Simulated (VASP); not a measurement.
# AlCu3 (P4mm) in VASP: single point with PBEsol

Aim: the single point of AlCu3 with PBEsol.

All numbers are computed with VASP 6.6.1; they aren't measurements. Logs are shortened: lines on timing, memory, paths and dates and some standing lists are left out, and cuts for length are marked.

## 1. The cell of the first run

Symmetry: P4mm, No. 99, tetragonal system. The conventional cell has a = 3.632 Å, b = 3.632 Å, c = 3.632 Å, α = 90.00°, β = 90.00°, γ = 90.00°. Al (site symmetry 4mm) has 12 Cu at 2.55 to 2.59 Å within 3.4 Å. Cu (site symmetry 2mm) has 8 Cu at 2.47 to 2.67 Å and 4 Al at 2.55 to 2.59 Å within 3.3 Å. Cu (site symmetry 4mm) has 8 Cu at 2.47 to 2.67 Å and 4 Al at 2.57 Å within 3.3 Å.

## 2. Single point, PBEsol (mode 7 (198.7 1/cm) frozen in, largest displacement +0.105 Å)

Input file INCAR:

```
SYSTEM = AlCu3
PREC = Accurate
ENCUT = 520
EDIFF = 1E-6
ISMEAR = 0
SIGMA = 0.15
LREAL = .FALSE.
LASPH = .TRUE.
NELM = 60
ALGO = Fast
ISIF = 2
LWAVE = .FALSE.
LCHARG = .TRUE.
GGA = PS
LELF = .TRUE.
LVHAR = .TRUE.
NBANDS = 26
```

Input file KPOINTS:

```
Automatic mesh
0
G
  14 14 14
  0 0 0
```

Input file POSCAR:

```
AlCu3
1.0
    3.6318704092      0.0000000000      0.0000000000
    0.0000000000      3.6318704092      0.0000000000
    0.0000000000      0.0000000000      3.6318704092
Al Cu
1 3
Direct
    0.0190699760      0.0000000000      0.0000000000
    0.5104068196      0.5000000000      0.0000000000
    0.5104068196      0.0000000000      0.5000000000
   -0.0289107232      0.5000000000      0.5000000000
```

Potentials or basis: VASP PAW PBE potentials, release 64 (Al, Cu).

Run with:

```
> cat potpaw_PBE.64/Al/POTCAR potpaw_PBE.64/Cu/POTCAR > POTCAR
> mpirun -np 1 vasp_std > vasp.out
```

OUTCAR:

```text
SYSTEM = AlCu3
   PREC = Accurate
   ENCUT = 520
   EDIFF = 1E-6
   ISMEAR = 0
   LREAL = .FALSE.
   LASPH = .TRUE.
   NELM = 60
   ISIF = 2
   GGA = PS

 ion  position               nearest neighbor table
   1  0.019  0.000  0.000-   2 2.55   3 2.55   3 2.55   2 2.55   4 2.57   4 2.57   4 2.57   4 2.57
                             2 2.59   3 2.59   3 2.59   2 2.59
   2  0.510  0.500  0.000-   4 2.47   4 2.47   1 2.55   1 2.55   3 2.57   3 2.57   3 2.57   3 2.57
                             1 2.59   1 2.59   4 2.67   4 2.67
   3  0.510  0.000  0.500-   4 2.47   4 2.47   1 2.55   1 2.55   2 2.57   2 2.57   2 2.57   2 2.57
                             1 2.59   1 2.59   4 2.67   4 2.67
   4  0.971  0.500  0.500-   2 2.47   3 2.47   2 2.47   3 2.47   1 2.57   1 2.57   1 2.57   1 2.57
                             2 2.67   3 2.67   2 2.67   3 2.67

  LATTYP: Found a simple cubic cell.
 ALAT       =     3.6318704092

  Lattice vectors:

 A1 = (   3.6318704092,   0.0000000000,   0.0000000000)
 A2 = (   0.0000000000,   3.6318704092,   0.0000000000)
 A3 = (   0.0000000000,   0.0000000000,   3.6318704092)

Analysis of symmetry for initial positions (statically):
=====================================================================
 Subroutine PRICEL returns:
 Original cell was already a primitive cell.

 Routine SETGRP: Setting up the symmetry group for a
 simple cubic supercell.

 Subroutine GETGRP returns: Found  8 space group operations
 (whereof  8 operations were pure point group operations)
 out of a pool of 48 trial point group operations.

The static configuration has the point symmetry C_4v.

Analysis of symmetry for dynamics (positions and initial velocities):
=====================================================================
 Subroutine PRICEL returns:
 Original cell was already a primitive cell.

 Routine SETGRP: Setting up the symmetry group for a
 simple cubic supercell.

 Subroutine GETGRP returns: Found  8 space group operations
 (whereof  8 operations were pure point group operations)
 out of a pool of 48 trial point group operations.

The dynamic configuration has the point symmetry C_4v.

 Subroutine INISYM returns: Found  8 space group operations
 (whereof  8 operations are pure point group operations),
 and found     1 'primitive' translations

----------------------------------------------------------------------------------------

                                     Primitive cell

  volume of cell :      47.9061

[... 95 lines left out ...]
   NSW    =      0    number of steps for IOM
   IBRION =     -1    ionic relax: 0-MD 1-quasi-New 2-CG
   NFREE  =      0    steps in history (QN), initial steepest desc. (CG)
   ISIF   =      2    stress and relaxation
   ISYM   =      2    0-nonsym 1-usesym 2-fastsym
   POTIM  = 0.5000    time-step for ionic-motion
   TEBEG  =    0.0;   TEEND  =   0.0 temperature during run
   PSTRESS=    0.0 pullay stress
   NELECT =      36.0000    total number of electrons
   NUPDOWN=      -1.0000    fix difference up-down
   EMIN   =  10.00;   EMAX   =-10.00  energy-range for DOS
   EFERMI =   0.00;   METHOD = LEGACY
   ISMEAR =     0;   SIGMA  =   0.15  broadening in eV -4-tet -1-fermi 0-gaus
   EFERMI_NEDOS =   21; number of points for ismear=-14 and -15
   IALGO  =     68    algorithm
   IMIX   =      4    mixing-type and parameters
     AMIX     =   0.40;   BMIX     =  1.00
     AMIX_MAG =   1.60;   BMIX_MAG =  1.00
  volume/ion in A,a.u.               =      11.98        80.82
  Fermi-wavevector in a.u.,A,eV,Ry     =   1.488374  2.812618 30.140391  2.215256
  Thomas-Fermi vector in A             =   2.601416
   LORBIT       =      0    0 simple, 1 ext, 2 COOP (PROOUT), +10 PAW based schemes
   GGA     = PS    functional components
   LHFCALC =     F    Hartree Fock is set to
   AEXX    =    0.0000 exact exchange contribution
   IVDW    =     0    specifies the selected vdW correction
   LEPSILON=     F    determine dielectric tensor
   LRPA    =     F    only Hartree local field effects (RPA)
 non-spin polarized calculation
 RMM-DIIS sequential band-by-band and
 Gauss-broadening in eV      SIGMA  =   0.15
  energy-cutoff  :      520.00
  volume of cell :       47.91
 maximum number of plane-waves:      1328
 NGX is ok and might be reduce to    28
   NGX = 13   NGY = 13   NGZ = 13

 number of electron      35.9999992 magnetization

 Free energy of the ion-electron system (eV)
  ---------------------------------------------------
  ext. energy  EPLUGINS =         0.00000000
  ---------------------------------------------------
  free energy    TOTEN  =       -17.70596951 eV

  energy without entropy =      -17.69211612  energy(sigma->0) =      -17.69904281

 E-fermi :   8.6440     XC(G=0): -12.4983

 val. band max:        8.6423185055   @ k =   0.2857   0.0000   0.5000
 cond. band min:       8.6447951272   @ k =   0.0714   0.5000   0.2857
 fundamental gap:      0.0024766217
 Fermi energy:         8.6439526962

 k-point     1 :       0.0000    0.0000    0.0000
  band No.  band energies     occupation
      1      -2.0929      2.00000
      2       3.1757      2.00000
      3       3.7607      2.00000
      4       3.7616      2.00000
      5       4.0140      2.00000
      6       4.0286      2.00000
[... 685 lines left out ...]
     25      18.1604      0.00000
     26      18.6525      0.00000

 [... further k-points ...]

------------------------ aborting loop because EDIFF is reached ----------------------------------------

  FORCE on cell =-STRESS in cart. coord.  units (eV):
  Direction    XX          YY          ZZ          XY          YZ          ZX
  --------------------------------------------------------------------------------------
  -------------------------------------------------------------------------------------
  Total        0.4721962      0.4582308      0.4582308     -0.0000000      0.0000000      0.0000000
  in kB       15.7921785     15.3251175     15.3251175     -0.0000000      0.0000000      0.0000000
  external PRESSURE =      15.4808045 kB  Pullay stress =       0.0000000 kB

 VOLUME and BASIS-vectors are now :
 -----------------------------------------------------------------------------
  energy-cutoff  :      520.00
  volume of cell :       47.91
      direct lattice vectors                 reciprocal lattice vectors
     3.631870409  0.000000000  0.000000000     0.275340221  0.000000000  0.000000000
     0.000000000  3.631870409  0.000000000     0.000000000  0.275340221  0.000000000
     0.000000000  0.000000000  3.631870409     0.000000000  0.000000000  0.275340221

 POSITION                                       TOTAL-FORCE (eV/Angst)
 -----------------------------------------------------------------------------------
      0.06926      0.00000      0.00000        -0.272358     -0.000000      0.000000
      1.85373      1.81594      0.00000        -0.354516     -0.000000      0.000000
      1.85373      0.00000      1.81594        -0.354516     -0.000000      0.000000
      3.52687      1.81594      1.81594         0.981389      0.000000     -0.000000
 -----------------------------------------------------------------------------------
    total drift:                               -0.000073      0.000000     -0.000004

  FREE ENERGIE OF THE ION-ELECTRON SYSTEM (eV)
  ---------------------------------------------------
  free  energy   TOTEN  =       -17.7059695092 eV

  energy  without entropy=      -17.6921161204  energy(sigma->0) =      -17.69904281
```

OSZICAR:

```text
N       E                     dE             d eps       ncg     rms          rms(c)
DAV:   1     0.251639244272E+03    0.25164E+03   -0.15538E+04 15408   0.217E+03
DAV:   2    -0.336643063020E+01   -0.25501E+03   -0.24411E+03 14984   0.354E+02
DAV:   3    -0.220767870170E+02   -0.18710E+02   -0.17865E+02 16982   0.135E+02
DAV:   4    -0.224972338706E+02   -0.42045E+00   -0.41912E+00 22062   0.235E+01
DAV:   5    -0.225045230328E+02   -0.72892E-02   -0.72882E-02 23132   0.243E+00    0.183E+01
RMM:   6    -0.211403919643E+02    0.13641E+01   -0.48312E+01 17002   0.106E+02    0.128E+01
RMM:   7    -0.177077692391E+02    0.34326E+01   -0.11924E+01 16377   0.549E+01    0.146E+00
RMM:   8    -0.177024560779E+02    0.53132E-02   -0.23154E-01 17889   0.735E+00    0.555E-01
RMM:   9    -0.177049975823E+02   -0.25415E-02   -0.85659E-02 18288   0.171E+00    0.238E-01
RMM:  10    -0.177055049770E+02   -0.50739E-03   -0.14495E-02 18630   0.168E+00    0.132E-01
RMM:  11    -0.177060125333E+02   -0.50756E-03   -0.58207E-03 20134   0.737E-01    0.121E-01
RMM:  12    -0.177059213257E+02    0.91208E-04   -0.13016E-03 19284   0.387E-01    0.317E-02
RMM:  13    -0.177059692791E+02   -0.47953E-04   -0.54489E-04 22962   0.176E-01    0.204E-02
RMM:  14    -0.177059721057E+02   -0.28265E-05   -0.37153E-05 21154   0.468E-02    0.158E-02
RMM:  15    -0.177059695728E+02    0.25329E-05   -0.12376E-05 17661   0.486E-02    0.804E-03
RMM:  16    -0.177059695092E+02    0.63502E-07   -0.24165E-06 12378   0.173E-02
   1 F= -.17705970E+02 E0= -.17699043E+02  d E =-.138534E-01
```

Run time: 3.8 min. Hardware: 1 thread of AMD EPYC 9R45 (Zen 5), shared host; peak memory 0.35 GiB.

What came out:

| Quantity | Value |
| --- | --- |
| Free energy | -17.7060 eV |
| Pressure | 1.5 GPa |
| Largest force | 0.981 eV/Å |
| Band gap on the k mesh | zero (band 18 reaches 12.34 eV, above the bottom of band 19 at 6.80 eV) |

Forces in eV/Å, atoms in the order of the input:
```
Al  -0.272  0.000  0.000
Cu  -0.355  0.000  0.000
Cu  -0.355  0.000  0.000
Cu   0.981  0.000  0.000
```

Caveat: the cell differs from its parent crystal (mode 7 (198.7 1/cm) frozen in, largest displacement +0.105 Å); the PAW data sets were made with another functional, which shifts forces and pressure a little.
